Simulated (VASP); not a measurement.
Nb: electric field gradients with PBE

Crystal: Nb.

```xyz
1
Lattice="0.0000 2.0864 2.0864 2.0864 0.0000 2.0864 2.0864 2.0864 0.0000" Properties=species:S:1:pos:R:3 pbc="T T T"
Nb    0.0000    0.0000    0.0000
```

This cell differs from its parent crystal: volume scaled by 0.96.

| Quantity | Value |
| --- | --- |
| Program | VASP 6.6.1 |
| Task | electric field gradients |
| Functional | PBE |
| Potentials or basis | VASP PAW PBE potentials, release 64 (Nb_sv) |
| Cutoff | 520 eV |
| k mesh | 13 × 13 × 13 |
| Occupations | fermi-dirac, width 0.08 eV |
| Spin | no spin polarisation |
| Dipole correction | no |
| Further INCAR settings | ALGO = Normal; EDIFF = 1e-08; NBANDS = 12 |

```
Pressure : 5.6 GPa
```

Levels at points of the mesh, in eV from the Fermi level:
| k point | band 3 | band 4 | band 5 | band 6 | band 7 | band 8 | band 9 | band 10 |
| --- | --- | --- | --- | --- | --- | --- | --- | --- |
| (0.00, 0.00, 0.00) | -30.07 | -30.07 | -6.29 | 0.09 | 0.09 | 0.09 | 2.81 | 2.81 |

Run time: 9.2 s on 1 thread of Intel Xeon 6975P-C, with other jobs on the host, peak memory 0.15 GiB.

Caveat: without QUAD_EFG the Cq values of the log hold for a quadrupole moment of 1 mb, not for the nuclei.
